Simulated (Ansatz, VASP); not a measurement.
**SiO2: VASP beside Ansatz**

Contents of INCAR:

```
SYSTEM = SiO2
PREC = Accurate
ENCUT = 520
EDIFF = 1E-7
ISMEAR = -1
SIGMA = 0.05
LREAL = .False.
LASPH = .True.
NELM = 60
ALGO = Normal
ISIF = 2
LWAVE = .False.
LCHARG = .False.
GGA = PE
NBANDS = 34
```

File KPOINTS:

```
regular mesh
0
Gamma
  6 6 5
  0 0 0
```

POSCAR

```
SiO2
1.0
    4.9926872824      0.0000000000      0.0000000000
   -2.4963436411      4.3237940197      0.0000000000
    0.0000000000      0.0000000000      5.4656205901
Si O
3 6
Direct
    0.5000000000      0.0000000000      0.0000000000
    0.5000000000      0.5000000000      0.3333333333
    0.0000000000      0.5000000000      0.6666666667
    0.4172565700      0.2086282850      0.1666666667
    0.7913717150      0.2086282850      0.8333333333
    0.2086282850      0.4172565700      0.5000000000
    0.5827434300      0.7913717150      0.1666666667
    0.2086282850      0.7913717150      0.8333333333
    0.7913717150      0.5827434300      0.5000000000
```

Contents of input.yaml:

```yaml
crystal:
  lattice:
    - [4.9926872824, 0.0, 0.0]
    - [-2.4963436411, 4.3237940197, 0.0]
    - [0.0, 0.0, 5.4656205901]
  atoms:
    - { symbol: Si, position: [0.5, 0.0, 0.0] }
    - { symbol: Si, position: [0.5, 0.5, 0.3333333333] }
    - { symbol: Si, position: [0.0, 0.5, 0.6666666667] }
    - { symbol: O, position: [0.41725657, 0.208628285, 0.1666666667] }
    - { symbol: O, position: [0.791371715, 0.208628285, 0.8333333333] }
    - { symbol: O, position: [0.208628285, 0.41725657, 0.5] }
    - { symbol: O, position: [0.58274343, 0.791371715, 0.1666666667] }
    - { symbol: O, position: [0.208628285, 0.791371715, 0.8333333333] }
    - { symbol: O, position: [0.791371715, 0.58274343, 0.5] }
hamiltonian:
  xc: pbe
  pseudopotentials: { kind: paw }
kpoints:
  mp_grid: { grid: [6, 6, 5] }
scf:
  occupations: { method: fermi_dirac, width: 0.05 }
output:
  forces: true
  stress: true
  eigenvalues: true
  write_density: true
  write_potential: true
  elf: true
  volumetric_format: npy
```

Alike in both runs: task single point; functional PBE; k mesh 6 × 6 × 5; occupations fermi-dirac, width 0.05 eV; no spin polarisation.

```csv
,VASP,Ansatz
version,VASP 6.6.1,Ansatz 0.2.0
potentials or method,"VASP PAW PBE potentials, release 64 (Si, O)",Ansatz PAW
plane-wave cutoff (eV),520,420
valence electrons in the cell,48,48
```

```csv
,VASP,Ansatz,Ansatz less VASP
gap on the k mesh at the Fermi level (eV),5.93,5.94,+0.001
least direct gap on the mesh (eV),6.14,6.14,-0.002
pressure (GPa),13.7,13.5,-0.16
rms of the force components (eV/Å),0.274,0.280,+0.0059
```

Atom by atom the forces differ by 0.006 eV/Å (rms over components).

Noted on Ansatz's run: odd divisions of the mesh miss points on the zone boundary, where band edges often lie, so the gap on the mesh can be too wide.
